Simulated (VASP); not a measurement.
# KCl in VASP: a series of runs

Runs on KCl. Level: PBE. Tasks: single point.

Everything below comes from runs of VASP 6.6.1. Logs are shortened: lines on timing, memory, paths and dates and some standing lists are left out, and cuts for length are marked.

### 1 The cell of the first run

The structure is cubic, space group Fm-3m (No. 225). The conventional cell has a = 6.290 Å, b = 6.290 Å, c = 6.290 Å, α = 90.00°, β = 90.00°, γ = 90.00°. K (site symmetry m-3m) has 6 Cl at 3.14 Å within 4.1 Å. Cl (site symmetry m-3m) has 6 K at 3.14 Å within 4.1 Å.

### 2 Single point, PBE

Contents of INCAR:

```
PREC = Accurate
ENCUT = 520
EDIFF = 1E-6
ISMEAR = 0
SIGMA = 0.01
LREAL = False
LASPH = True
NELM = 100
ALGO = Normal
ISIF = 2
LWAVE = False
LCHARG = False
GGA = PE
NBANDS = 15
```

Contents of KPOINTS:

```
regular mesh
0
Gamma
  4 4 4
```

Contents of POSCAR:

```
KCl
1.0
    0.0000000000      3.1448483095      3.1448483095
    3.1448483095      0.0000000000      3.1448483095
    3.1448483095      3.1448483095      0.0000000000
K Cl
1 1
Direct
    0.0000000000      0.0000000000      0.0000000000
    0.5000000000      0.5000000000      0.5000000000
```

Potentials or basis: VASP PAW PBE potentials, release 64 (K_sv, Cl).

Launch:

```console
$ cat potpaw_PBE.64/K_sv/POTCAR potpaw_PBE.64/Cl/POTCAR > POTCAR
$ mpirun -np 1 vasp_std > vasp.out
```

OUTCAR:

```text
PREC = Accurate
   ENCUT = 520
   EDIFF = 1E-6
   ISMEAR = 0
   LREAL = False
   LASPH = True
   NELM = 100
   ISIF = 2
   GGA = PE

 ion  position               nearest neighbor table
   1  0.000  0.000  0.000-   2 3.14   2 3.14   2 3.14   2 3.14   2 3.14   2 3.14
   2  0.500  0.500  0.500-   1 3.14   1 3.14   1 3.14   1 3.14   1 3.14   1 3.14

  LATTYP: Found a face centered cubic cell.
 ALAT       =     6.2896966190

  Lattice vectors:

 A1 = (   0.0000000000,   3.1448483095,   3.1448483095)
 A2 = (   3.1448483095,   0.0000000000,   3.1448483095)
 A3 = (   3.1448483095,   3.1448483095,   0.0000000000)

Analysis of symmetry for initial positions (statically):
=====================================================================
 Subroutine PRICEL returns:
 Original cell was already a primitive cell.

 Routine SETGRP: Setting up the symmetry group for a
 face centered cubic supercell.

 Subroutine GETGRP returns: Found 48 space group operations
 (whereof 48 operations were pure point group operations)
 out of a pool of 48 trial point group operations.

The static configuration has the point symmetry O_h .

Analysis of symmetry for dynamics (positions and initial velocities):
=====================================================================
 Subroutine PRICEL returns:
 Original cell was already a primitive cell.

 Routine SETGRP: Setting up the symmetry group for a
 face centered cubic supercell.

 Subroutine GETGRP returns: Found 48 space group operations
 (whereof 48 operations were pure point group operations)
 out of a pool of 48 trial point group operations.

The dynamic configuration has the point symmetry O_h .

 Subroutine INISYM returns: Found 48 space group operations
 (whereof 48 operations are pure point group operations),
 and found     1 'primitive' translations

----------------------------------------------------------------------------------------

                                     Primitive cell

  volume of cell :      62.2055

  direct lattice vectors                    reciprocal lattice vectors
     0.000000000  3.144848309  3.144848309    -0.158990180  0.158990180  0.158990180
     3.144848309  0.000000000  3.144848309     0.158990180 -0.158990180  0.158990180
     3.144848309  3.144848309  0.000000000     0.158990180  0.158990180 -0.158990180

  length of vectors
     4.447487131  4.447487131  4.447487131     0.275379070  0.275379070  0.275379070

  position of ions in fractional coordinates (direct lattice)
     0.000000000  0.000000000  0.000000000
     0.500000000  0.500000000  0.500000000

  ion indices of the primitive-cell ions
[... 71 lines left out ...]
   EMIN   =  10.00;   EMAX   =-10.00  energy-range for DOS
   EFERMI =   0.00;   METHOD = LEGACY
   ISMEAR =     0;   SIGMA  =   0.01  broadening in eV -4-tet -1-fermi 0-gaus
   EFERMI_NEDOS =   21; number of points for ismear=-14 and -15
   IALGO  =     38    algorithm
   IMIX   =      4    mixing-type and parameters
     AMIX     =   0.40;   BMIX     =  1.00
     AMIX_MAG =   1.60;   BMIX_MAG =  1.00
  volume/ion in A,a.u.               =      31.10       209.89
  Fermi-wavevector in a.u.,A,eV,Ry     =   1.041130  1.967451 14.748069  1.083952
  Thomas-Fermi vector in A             =   2.175737
   LORBIT       =      0    0 simple, 1 ext, 2 COOP (PROOUT), +10 PAW based schemes
   GGA     = PE    functional components
   LHFCALC =     F    Hartree Fock is set to
   AEXX    =    0.0000 exact exchange contribution
   IVDW    =     0    specifies the selected vdW correction
   LEPSILON=     F    determine dielectric tensor
   LRPA    =     F    only Hartree local field effects (RPA)
 non-spin polarized calculation
 Gauss-broadening in eV      SIGMA  =   0.01
  energy-cutoff  :      520.00
  volume of cell :       62.21
 maximum number of plane-waves:      1700
 NGX is ok and might be reduce to    36
   NGX = 17   NGY = 17   NGZ = 17

 number of electron      16.0000001 magnetization

 Free energy of the ion-electron system (eV)
  ---------------------------------------------------
  ext. energy  EPLUGINS =         0.00000000
  ---------------------------------------------------
  free energy    TOTEN  =        -6.80320596 eV

  energy without entropy =       -6.80320596  energy(sigma->0) =       -6.80320596

 E-fermi :  -1.6981     XC(G=0):  -7.5453

 val. band max:       -1.8356115928   @ k =   0.0000   0.0000   0.0000
 cond. band min:       3.3564733071   @ k =   0.0000   0.0000   0.0000
 fundamental gap:      5.1920848999
 Fermi energy:        -1.6981184109

 k-point     1 :       0.0000    0.0000    0.0000
  band No.  band energies     occupation
      1     -29.0303      2.00000
      2     -13.9550      2.00000
      3     -12.4912      2.00000
      4     -12.4912      2.00000
      5     -12.4912      2.00000
      6      -1.8356      2.00000
      7      -1.8356      2.00000
      8      -1.8356      2.00000
      9       3.3565      0.00000
     10       6.5457      0.00000
     11       6.5457      0.00000
     12       6.5457      0.00000
     13       7.4231      0.00000
     14       7.4231      0.00000
[... 113 lines left out ...]
      2     -13.9510      2.00000
      3     -12.5903      2.00000
      4     -12.5903      2.00000
      5     -12.4015      2.00000
      6      -2.3234      2.00000
      7      -2.3095      2.00000
      8      -2.3095      2.00000
      9       6.2054      0.00000
     10       6.2054      0.00000
     11       7.6392      0.00000
     12       8.0400      0.00000
     13       9.8848      0.00000
     14       9.9134      0.00000
     15      10.2391      0.00000

------------------------ aborting loop because EDIFF is reached ----------------------------------------

  FORCE on cell =-STRESS in cart. coord.  units (eV):
  Direction    XX          YY          ZZ          XY          YZ          ZX
  --------------------------------------------------------------------------------------
  -------------------------------------------------------------------------------------
  Total        0.3179418      0.3179418      0.3179418     -0.0000000      0.0000000     -0.0000000
  in kB        8.1889662      8.1889662      8.1889662     -0.0000000      0.0000000     -0.0000000
  external PRESSURE =       8.1889662 kB  Pullay stress =       0.0000000 kB

 VOLUME and BASIS-vectors are now :
 -----------------------------------------------------------------------------
  energy-cutoff  :      520.00
  volume of cell :       62.21
      direct lattice vectors                 reciprocal lattice vectors
     0.000000000  3.144848309  3.144848309    -0.158990180  0.158990180  0.158990180
     3.144848309  0.000000000  3.144848309     0.158990180 -0.158990180  0.158990180
     3.144848309  3.144848309  0.000000000     0.158990180  0.158990180 -0.158990180

 POSITION                                       TOTAL-FORCE (eV/Angst)
 -----------------------------------------------------------------------------------
      0.00000      0.00000      0.00000         0.000000     -0.000000     -0.000000
      3.14485      3.14485      3.14485        -0.000000      0.000000      0.000000
 -----------------------------------------------------------------------------------
    total drift:                                0.000000      0.000000      0.000000

  FREE ENERGIE OF THE ION-ELECTRON SYSTEM (eV)
  ---------------------------------------------------
  free  energy   TOTEN  =        -6.8032059606 eV

  energy  without entropy=       -6.8032059606  energy(sigma->0) =       -6.80320596
```

stdout:

```text
POSCAR found type information on POSCAR K Cl
 POSCAR found :  2 types and       2 ions
 scaLAPACK will be used
 LDA part: xc-table for (Slater+PW92), standard interpolation
 POSCAR, INCAR and KPOINTS ok, starting setup
 FFT: planning ... GRIDC
 FFT: planning ... GRID_SOFT
 FFT: planning ... GRID
 WAVECAR not read
 entering main loop
```

Wall time 15 s (1 thread of Intel Xeon 8259CL, shared host); peak memory 0.2 GiB.

What came out:

| Quantity | Value |
| --- | --- |
| Free energy | -6.8032 eV |
| Pressure | 0.8 GPa |
| Band gap on the k mesh | 5.19 eV |

Levels at points of the mesh, in eV from the valence-band top:
| k point | band 6 | band 7 | band 8 | band 9 | band 10 | band 11 |
| --- | --- | --- | --- | --- | --- | --- |
| (0.00, 0.00, 0.00) | 0.00 | 0.00 | 0.00 | 5.19 | 8.38 | 8.38 |
| (0.50, 0.00, 0.00) | -1.06 | -0.33 | -0.33 | 7.60 | 8.61 | 10.53 |
| (0.50, 0.50, 0.00) | -0.66 | -0.22 | -0.22 | 6.53 | 8.36 | 10.08 |

Caveat: the k points lie up to 0.43 Å⁻¹ apart.

### 3 Single point, PBE (strain -0.5%)

Contents of INCAR:

```
PREC = Accurate
ENCUT = 520
EDIFF = 1E-7
ISMEAR = 0
SIGMA = 0.01
LREAL = F
LASPH = T
NELM = 60
ALGO = Normal
ISIF = 2
LWAVE = F
LCHARG = F
GGA = PE
NBANDS = 15
```

Contents of KPOINTS:

```
Automatic mesh
0
Gamma
  4 4 4
```

Contents of POSCAR:

```
KCl
1.0
    0.0000000000      3.1291240680      3.1291240680
    3.1291240680      0.0000000000      3.1291240680
    3.1291240680      3.1291240680      0.0000000000
K Cl
1 1
Direct
    0.0000000000      0.0000000000      0.0000000000
    0.5000000000      0.5000000000      0.5000000000
```

Potentials or basis: VASP PAW PBE potentials, release 64 (K_sv, Cl).

Launch:

```console
$ cat potpaw_PBE.64/K_sv/POTCAR potpaw_PBE.64/Cl/POTCAR > POTCAR
$ mpirun -np 1 vasp_std > vasp.out
```

OUTCAR:

```text
PREC = Accurate
   ENCUT = 520
   EDIFF = 1E-7
   ISMEAR = 0
   LREAL = F
   LASPH = T
   NELM = 60
   ISIF = 2
   GGA = PE

 ion  position               nearest neighbor table
   1  0.000  0.000  0.000-   2 3.13   2 3.13   2 3.13   2 3.13   2 3.13   2 3.13
   2  0.500  0.500  0.500-   1 3.13   1 3.13   1 3.13   1 3.13   1 3.13   1 3.13

  LATTYP: Found a face centered cubic cell.
 ALAT       =     6.2582481360

  Lattice vectors:
[... 311 lines left out ...]
     14      10.0585      0.00000
     15      10.3792      0.00000

------------------------ aborting loop because EDIFF is reached ----------------------------------------

  FORCE on cell =-STRESS in cart. coord.  units (eV):
  Direction    XX          YY          ZZ          XY          YZ          ZX
  --------------------------------------------------------------------------------------
  -------------------------------------------------------------------------------------
  Total        0.4307725      0.4307725      0.4307725      0.0000000      0.0000000     -0.0000000
  in kB       11.2631600     11.2631600     11.2631600      0.0000000      0.0000000     -0.0000000
  external PRESSURE =      11.2631600 kB  Pullay stress =       0.0000000 kB

 VOLUME and BASIS-vectors are now :
 -----------------------------------------------------------------------------
  energy-cutoff  :      520.00
  volume of cell :       61.28
      direct lattice vectors                 reciprocal lattice vectors
     0.000000000  3.129124068  3.129124068    -0.159789126  0.159789126  0.159789126
     3.129124068  0.000000000  3.129124068     0.159789126 -0.159789126  0.159789126
     3.129124068  3.129124068  0.000000000     0.159789126  0.159789126 -0.159789126

 POSITION                                       TOTAL-FORCE (eV/Angst)
 -----------------------------------------------------------------------------------
      0.00000      0.00000      0.00000        -0.000000     -0.000000     -0.000000
      3.12912      3.12912      3.12912         0.000000      0.000000      0.000000
 -----------------------------------------------------------------------------------
    total drift:                                0.000000      0.000000      0.000000

  FREE ENERGIE OF THE ION-ELECTRON SYSTEM (eV)
  ---------------------------------------------------
  free  energy   TOTEN  =        -6.7972798855 eV

  energy  without entropy=       -6.7972798855  energy(sigma->0) =       -6.79727989
```

OSZICAR:

```text
N       E                     dE             d eps       ncg     rms          rms(c)
DAV:   1     0.981066787279E+02    0.98107E+02   -0.67700E+03   240   0.935E+02
DAV:   2    -0.634087942726E+00   -0.98741E+02   -0.91169E+02   317   0.236E+02
DAV:   3    -0.681093803209E+01   -0.61769E+01   -0.61414E+01   310   0.515E+01
DAV:   4    -0.708221852063E+01   -0.27128E+00   -0.27124E+00   381   0.950E+00
DAV:   5    -0.708440297958E+01   -0.21845E-02   -0.21844E-02   324   0.959E-01    0.341E+00
DAV:   6    -0.679836242664E+01    0.28604E+00   -0.41798E-01   282   0.328E+00    0.279E+00
DAV:   7    -0.678396239277E+01    0.14400E-01   -0.10360E-01   324   0.182E+00    0.160E+00
DAV:   8    -0.679602128334E+01   -0.12059E-01   -0.16513E-02   309   0.950E-01    0.188E-01
DAV:   9    -0.679667036119E+01   -0.64908E-03   -0.72424E-04   303   0.166E-01    0.949E-02
DAV:  10    -0.679727089429E+01   -0.60053E-03   -0.60751E-04   247   0.154E-01    0.166E-02
DAV:  11    -0.679727662848E+01   -0.57342E-05   -0.14988E-05   325   0.237E-02    0.563E-03
DAV:  12    -0.679727947333E+01   -0.28449E-05   -0.50086E-06   247   0.155E-02    0.420E-03
DAV:  13    -0.679727973712E+01   -0.26379E-06   -0.19933E-07   347   0.242E-03    0.972E-04
DAV:  14    -0.679727988571E+01   -0.14859E-06   -0.90874E-08   230   0.181E-03    0.442E-04
DAV:  15    -0.679727988550E+01    0.20987E-09   -0.23997E-09   148   0.317E-04
   1 F= -.67972799E+01 E0= -.67972799E+01  d E =-.131455E-20
```

Run time: 18 s. Hardware: 1 thread of Intel Xeon 8259CL, shared host; peak memory 0.2 GiB.

What came out:

| Property | Result |
| --- | --- |
| Free energy | -6.7973 eV |
| Pressure | 1.1 GPa |
| Band gap on the k mesh | 5.24 eV |

Levels at points of the mesh, in eV from the valence-band top:
```tsv
k point	band 5	band 6	band 7	band 8	band 9	band 10	band 11	band 12
(0.00, 0.00, 0.00)	-10.62	0.00	0.00	0.00	5.24	8.39	8.39	8.39
(0.50, 0.00, 0.00)	-10.37	-1.08	-0.34	-0.34	7.64	8.67	10.58	10.58
(0.50, 0.50, 0.00)	-10.68	-0.67	-0.23	-0.23	6.52	8.42	10.17	10.27
```

Caveat: the k points lie up to 0.43 Å⁻¹ apart; the cell differs from its parent crystal (strain -0.5%).

### 4 Single point, PBE (epitaxial xy strain -3.0%)

Contents of INCAR:

```
ALGO = Normal ; EDIFF = 1E-7
ENCUT = 520 ; GGA = PE
ISIF = 2 ; ISMEAR = 0
LASPH = True ; LCHARG = True
LELF = True ; LREAL = False
LVHAR = True ; LWAVE = False
NBANDS = 15 ; NELM = 60
PREC = Accurate ; SIGMA = 0.01
```

Contents of KPOINTS:

```
k-points
0
Gamma
  4 4 4
```

Contents of POSCAR:

```
KCl
1.0
    0.0000000000      3.0505028602      3.1718713392
    3.0505028602      0.0000000000      3.1718713392
    3.0505028602      3.0505028602      0.0000000000
K Cl
1 1
Direct
    0.0000000000      0.0000000000      0.0000000000
    0.5000000000      0.5000000000      0.5000000000
```

Launch:

```console
$ cat potpaw_PBE.64/K_sv/POTCAR potpaw_PBE.64/Cl/POTCAR > POTCAR
$ mpirun -np 1 vasp_std > vasp.out
```

Run time: 24 s. Hardware: 1 thread of Intel Xeon 8259CL, shared host; peak memory 0.19 GiB.

It converged, with:

- Free energy: -6.7658 eV
- Pressure: 2.1 GPa
- Band gap on the k mesh: 5.36 eV

Stress tensor (GPa, compression positive):
```
2.72 0.00 0.00
0.00 2.72 0.00
0.00 0.00 0.87
```

Levels at points of the mesh, in eV from the valence-band top:
| k point | band 5 | band 6 | band 7 | band 8 | band 9 | band 10 | band 11 | band 12 |
| --- | --- | --- | --- | --- | --- | --- | --- | --- |
| (0.00, 0.00, 0.00) | -10.54 | -0.04 | 0.00 | 0.00 | 5.36 | 8.22 | 8.48 | 8.48 |
| (0.50, 0.00, 0.00) | -10.26 | -1.17 | -0.39 | -0.38 | 7.73 | 8.80 | 10.68 | 10.72 |
| (0.50, 0.50, 0.00) | -10.60 | -0.75 | -0.21 | -0.21 | 6.51 | 8.57 | 10.22 | 10.27 |
| (0.50, 0.00, 0.50) | -10.61 | -0.68 | -0.27 | -0.26 | 6.46 | 8.59 | 10.38 | 10.46 |

Caveat: the k points lie up to 0.44 Å⁻¹ apart; the cell differs from its parent crystal (epitaxial xy strain -3.0%).

### 5 Overview

```csv
cell,gap on the mesh (eV),pressure (GPa)
"a = 4.447 Å, angles 60.0°, 2 atoms",5.19,0.8
"a = 4.425 Å, angles 60.0°, 2 atoms",5.24,1.1
"a = 4.401, b = 4.401, c = 4.314 Å, angles 60.6, 60.6, 58.7°, 2 atoms",5.36,2.1
```

Alike in all rows: task single point; level PBE; potentials or basis VASP PAW PBE potentials, release 64 (K_sv, Cl); no spin polarisation; k mesh 4 × 4 × 4; cutoff (eV) 520; smearing gaussian 0.01 eV.

Caveats: all runs use coarse meshes.

Absolute energies hang on the potentials; compare differences alone.
